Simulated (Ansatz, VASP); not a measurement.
One calculation of Gd, two programs

The input INCAR:

```
  PREC = Accurate
  ENCUT = 520
  EDIFF = 1E-7
  ISMEAR = 0
  SIGMA = 0.05
  LREAL = F
  LASPH = T
  NELM = 150
  ALGO = Normal
  ISIF = 2
  LWAVE = F
  LCHARG = T
  ISPIN = 2
  MAGMOM = 7
  LORBIT = 11
  LMAXMIX = 6
  GGA = PE
  LELF = T
  LVHAR = T
  NBANDS = 19
```

KPOINTS

```
regular mesh
0
Gamma
  8 8 8
```

POSCAR

```
Gd
1.0
   -2.0239434614      2.0239434614      2.0239434614
    2.0239434614     -2.0239434614      2.0239434614
    2.0239434614      2.0239434614     -2.0239434614
Gd
1
Direct
    0.0000000000      0.0000000000      0.0000000000
```

Input for Ansatz:

```yaml
crystal:
  lattice:
    - [-2.0239434614, 2.0239434614, 2.0239434614]
    - [2.0239434614, -2.0239434614, 2.0239434614]
    - [2.0239434614, 2.0239434614, -2.0239434614]
  atoms:
    - { symbol: Gd, position: [0.0, 0.0, 0.0], spin: 7.0 }
basis:
  ecutwfc: 420
  ecutrho_ratio: 4
kpoints:
  mp_grid: { grid: [8, 8, 8] }
hamiltonian:
  xc: pbe
scf:
  occupations: { method: gaussian, width: 0.05 }
output:
  forces: true
  stress: true
  eigenvalues: true
  populations: true
magnetization:
  spin_polarized: true
```

Alike in both runs: task single point; functional PBE; k mesh 8 × 8 × 8; occupations gaussian, width 0.05 eV; collinear spin.

```csv
,VASP,Ansatz
version,VASP 6.6.1,Ansatz 0.2.0
potentials or method,"VASP PAW PBE potentials, release 64 (Gd), cutoff 520 eV","scalar-relativistic, plane waves, PAW"
valence electrons in the cell,18,18
```

VASP gave:

- gap on the k mesh at the Fermi level (eV): none
- pressure (GPa): 0.0
- net moment per atom (μB): 7.66
- size of the moment on the site where the two differ most (μB): 7.02

Problem. What did Ansatz give for the same quantities?

Solution. gap on the k mesh at the Fermi level (eV): none; pressure (GPa): 0.0; net moment per atom (μB): 7.66; size of the moment on the site where the two differ most (μB): 7.36.

Site moments also hang on the region over which each program counts them. A gap of «none» marks a metal or a gap that the smearing closes.

Neither program's run includes spin-orbit coupling.
